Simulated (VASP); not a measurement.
# W (Im-3m) in VASP: settings compared, part 2 of 2

VASP 6.6.1. The steps go on from the part before.

### Step 3. Single point, r2SCAN+D3(BJ)

This run uses another cell than the first one, of 15.84 Å³/atom, 0.995 times its volume.

Input file POSCAR:

```
W
1.0
   -1.5819368704      1.5819368704      1.5819368704
    1.5819368704     -1.5819368704      1.5819368704
    1.5819368704      1.5819368704     -1.5819368704
W
1
Direct
    0.0000000000      0.0000000000      0.0000000000
```

Input file INCAR.step1:

```
SYSTEM = W
PREC = Accurate
ENCUT = 550
ISMEAR = 1
SIGMA = 0.1
LREAL = .FALSE.
LASPH = .TRUE.
NELM = 120
NBANDS = 13
GGA = PE
ALGO = Normal
EDIFF = 1E-5
LWAVE = .TRUE.
LCHARG = .FALSE.
GGA_COMPAT = .FALSE.
```

Input file INCAR.step2:

```
SYSTEM = W
PREC = Accurate
ENCUT = 550
EDIFF = 1E-6
ISMEAR = 1
SIGMA = 0.1
LREAL = .FALSE.
LASPH = .TRUE.
NELM = 120
ALGO = Normal
ISIF = 2
LWAVE = .FALSE.
LCHARG = .FALSE.
METAGGA = R2SCAN
LMIXTAU = .TRUE.
IVDW = 12
VDW_S6 = 1.0
VDW_S8 = 0.78981345
VDW_A1 = 0.49484001
VDW_A2 = 5.73083694
NBANDS = 13
ISTART = 1
GGA_COMPAT = .FALSE.
```

Input file KPOINTS:

```
Automatic mesh
0
G
  8 8 8
  0 0 0
```

Potentials or basis: VASP PAW PBE potentials, release 64 (W_sv).

Run with:

```console
cat potpaw_PBE.64/W_sv/POTCAR > POTCAR
cp INCAR.step1 INCAR
mpirun -np 1 vasp_std > vasp.out
cp INCAR.step2 INCAR
mpirun -np 1 vasp_std > vasp.out
```

Run time: 63 s. Hardware: 1 thread of AMD EPYC 7R13, shared host; peak memory 0.12 GiB.

It converged, with:

- Free energy: -51.6828 eV
- Pressure: -0.3 GPa
- Band gap on the k mesh: zero (band 7 reaches 16.65 eV, above the bottom of band 8 at 10.02 eV)
- Dispersion energy per atom: -0.327 eV

Levels at points of the mesh, in eV from the Fermi level:
```tsv
k point	band 4	band 5	band 6	band 7	band 8	band 9	band 10	band 11
(0.00, 0.00, 0.00)	-38.49	-9.66	-0.81	-0.81	-0.81	3.05	3.05	15.73
(0.50, 0.00, 0.00)	-38.50	-6.09	-3.28	1.01	2.89	3.94	6.83	12.16
(0.50, 0.50, 0.50)	-39.45	-5.55	-5.55	5.82	5.82	5.82	9.03	9.03
```

Caveat: three body term missing; the PAW data sets were made with another functional, which shifts forces and pressure a little; spin-orbit coupling is left out, which moves the levels of the heavy elements; pairwise dispersion overbinds metals, which lowers pressure and volume.

### Step 4. Single point, r2SCAN+D3(BJ)

This run uses another cell than the first one, of 16.63 Å³/atom, 1.044 times its volume.

Input file POSCAR:

```
W
1.0
   -1.6078496600      1.6078496600      1.6078496600
    1.6078496600     -1.6078496600      1.6078496600
    1.6078496600      1.6078496600     -1.6078496600
W
1
Direct
    0.0000000000      0.0000000000      0.0000000000
```

Input file INCAR.step1:

```
SYSTEM = W
  ALGO = Normal
  EDIFF = 1E-5
  ENCUT = 550
  GGA = PE
  GGA_COMPAT = .False.
  ISMEAR = 1
  LASPH = .True.
  LCHARG = .False.
  LREAL = .False.
  LWAVE = .True.
  NBANDS = 13
  NELM = 120
  PREC = Accurate
  SIGMA = 0.1
```

Input file INCAR.step2:

```
SYSTEM = W
  ALGO = Normal
  EDIFF = 1E-6
  ENCUT = 550
  GGA_COMPAT = .False.
  ISIF = 2
  ISMEAR = 1
  ISTART = 1
  IVDW = 12
  LASPH = .True.
  LCHARG = .False.
  LMIXTAU = .True.
  LREAL = .False.
  LWAVE = .False.
  METAGGA = R2SCAN
  NBANDS = 13
  NELM = 120
  PREC = Accurate
  SIGMA = 0.1
  VDW_A1 = 0.49484001
  VDW_A2 = 5.73083694
  VDW_S6 = 1.0
  VDW_S8 = 0.78981345
```

Input file KPOINTS:

```
k-points
0
Gamma
  8 8 8
  0 0 0
```

Run with:

```console
cat potpaw_PBE.64/W_sv/POTCAR > POTCAR
cp INCAR.step1 INCAR
mpirun -np 1 vasp_std > vasp.out
cp INCAR.step2 INCAR
mpirun -np 1 vasp_std > vasp.out
```

Wall time 61 s (1 thread of AMD EPYC 7R13, shared host); peak memory 0.13 GiB.

The run converged. Its results:

```
Free energy                : -51.6441 eV
Pressure                   : -14.8 GPa
Band gap on the k mesh     : zero (band 7 reaches 15.61 eV, above the bottom of band 8 at 9.41 eV)
Dispersion energy per atom : -0.311 eV
```

Levels at points of the mesh, in eV from the Fermi level:
```csv
k point,band 4,band 5,band 6,band 7,band 8,band 9,band 10,band 11
"(0.00, 0.00, 0.00)",-38.66,-9.42,-0.76,-0.76,-0.76,2.91,2.91,15.59
"(0.50, 0.00, 0.00)",-38.66,-5.80,-3.08,0.81,2.71,3.71,6.36,11.33
"(0.50, 0.50, 0.50)",-39.48,-5.17,-5.17,5.44,5.44,5.44,8.59,8.59
```

Caveat: three body term missing; the PAW data sets were made with another functional, which shifts forces and pressure a little; spin-orbit coupling is left out, which moves the levels of the heavy elements; pairwise dispersion overbinds metals, which lowers pressure and volume.

### Step 5. Relaxation of cell and atoms, r2SCAN

This run uses another cell than the first one, of 16.63 Å³/atom, 1.044 times its volume.

POSCAR is that of step 4.

Input file INCAR.step1:

```
SYSTEM = W
PREC = Accurate
ENCUT = 550
ISMEAR = -1
SIGMA = 0.1
LREAL = .FALSE.
LASPH = .TRUE.
NELM = 120
GGA = PE
ALGO = Normal
EDIFF = 1E-5
LWAVE = .TRUE.
LCHARG = .FALSE.
GGA_COMPAT = .FALSE.
IBRION = 2
ISIF = 3
EDIFFG = -0.005
NELMIN = 4
NSW = 100
```

Input file INCAR.step2:

```
SYSTEM = W
PREC = Accurate
ENCUT = 550
EDIFF = 1E-7
ISMEAR = -1
SIGMA = 0.1
LREAL = .FALSE.
LASPH = .TRUE.
NELM = 120
ALGO = Normal
ISIF = 3
LWAVE = .FALSE.
LCHARG = .FALSE.
METAGGA = R2SCAN
LMIXTAU = .TRUE.
IBRION = 2
NSW = 60
EDIFFG = -0.01
ISTART = 1
GGA_COMPAT = .FALSE.
NELMIN = 4
```

Input file KPOINTS:

```
regular mesh
0
G
  8 8 8
  0 0 0
```

Run with:

```console
cat potpaw_PBE.64/W_sv/POTCAR > POTCAR
cp INCAR.step1 INCAR
mpirun -np 1 vasp_std > vasp.out
cp INCAR.step2 INCAR
mpirun -np 1 vasp_std > vasp.out
```

Run time: 5.8 min. Hardware: 1 thread of AMD EPYC 7R13, shared host; peak memory 0.12 GiB.

It converged, with:

```yaml
Free_energy: -51.3595 eV
Relaxed_volume: 15.98 Å³/atom
Relaxed_cell: a = 2.748 Å, b = 2.748 Å, c = 2.748 Å, α = 109.47°, β = 109.47°, γ = 109.47°
Space_group_after_relaxing_to_0.05_Å: Im-3m (No. 229)
Energy_gained_by_relaxing: 24.6 meV/atom
Ionic_steps: 7
Pressure_after_relaxing: 0.0 GPa
Band_gap_on_the_k_mesh: zero (band 7 reaches 16.45 eV, above the bottom of band 8 at 9.91 eV)
```

Step by step:
| step | energy change (eV) | largest force (eV/Å) | pressure (GPa) | volume (Å³) |
| --- | --- | --- | --- | --- |
| 1 | 0.0000 | 0.0000 | -11.80 | 16.63 |
| 2 | 0.3436 | 0.0000 | 62.73 | 13.85 |
| 3 | -0.0245 | 0.0000 | -0.80 | 16.02 |
| 4 | -0.0246 | 0.0000 | -0.13 | 15.99 |
| 5 | -0.0246 | 0.0000 | 0.13 | 15.98 |
| 6 | -0.0246 | 0.0000 | -0.40 | 16.00 |
| 7 | -0.0246 | 0.0000 | 0.01 | 15.98 |

Final structure:
```
W
1.0
    -1.58676    1.58676    1.58676
     1.58676   -1.58676    1.58676
     1.58676    1.58676   -1.58676
W
1
Direct
  0.00000 0.00000 0.00000
```

Levels at points of the mesh, in eV from the Fermi level:
```tsv
k point	band 5	band 6	band 7	band 8	band 9	band 10
(0.00, 0.00, 0.00)	-9.89	-1.08	-1.08	-1.08	2.75	2.75
(0.50, 0.00, 0.00)	-6.32	-3.52	0.69	2.57	3.62	6.46
(0.50, 0.50, 0.50)	-5.76	-5.76	5.47	5.47	5.47	8.66
```

Caveat: the PAW data sets were made with another functional, which shifts forces and pressure a little; spin-orbit coupling is left out, which moves the levels of the heavy elements.

### Step 6. The runs side by side

```tsv
task	level	cell	smearing	gap on the mesh (eV)	pressure (GPa)
single point	r2SCAN	a = 2.745 Å, angles 109.5°, 1 atom	fermi-dirac 0.1 eV	none	1.2
single point	r2SCAN+D3(BJ)	a = 2.740 Å, angles 109.5°, 1 atom	methfessel-paxton 0.1 eV	none	-0.3
single point	r2SCAN+D3(BJ)	a = 2.785 Å, angles 109.5°, 1 atom	methfessel-paxton 0.1 eV	none	-14.8
relaxation of cell and atoms	r2SCAN	relaxed from a = 2.785 Å, angles 109.5°, 1 atom	fermi-dirac 0.1 eV	none	0.0
```

Alike in all rows: potentials or basis VASP PAW PBE potentials, release 64 (W_sv); no spin polarisation; k mesh 8 × 8 × 8; cutoff (eV) 550.

Caveats: the PAW data sets were made with another functional, which shifts forces and pressure a little; spin-orbit coupling is left out, which moves the levels of the heavy elements; three body term missing (some runs); pairwise dispersion overbinds metals, which lowers pressure and volume (some runs).

Total energies depend on the potentials used, so only differences within one code and one set of settings carry meaning.
